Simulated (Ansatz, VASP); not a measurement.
# TiSi2: VASP beside Ansatz

```
Ti Si
1.0
     0.00000    4.11800    4.26150
     2.38650    0.00000    4.26150
     2.38650    4.11800    0.00000
Ti Si
2 4
Direct
  0.75000 0.75000 0.75000
  0.50000 0.50000 0.50000
  0.08686 0.41314 0.08686
  0.41314 0.08686 0.41314
  0.16314 0.83686 0.16314
  0.83686 0.16314 0.83686
```

Alike in both runs: functional PBE; k mesh 13 × 13 × 13; occupations fermi-dirac, width 0.05 eV; no spin polarisation.

Ansatz relaxed the structure, and its values are those at the end. VASP's run is a single point on that final structure, the one shown.

```csv
,VASP,Ansatz
version,VASP 6.6.1,Ansatz 0.2.0
potentials or method,"VASP PAW PBE potentials, release 64 (Ti_sv, Si)","plane-wave PAW, scalar-relativistic"
plane-wave cutoff (eV),520,420
valence electrons in the cell,40,40
```

|  | VASP | Ansatz | Ansatz less VASP |
| --- | --- | --- | --- |
| pressure (GPa) | 2.3 | 2.3 | +0.01 |

The functional is the same, so the differences come from potentials, cutoffs and numerics. Ansatz's warnings: stress scf threshold loose.
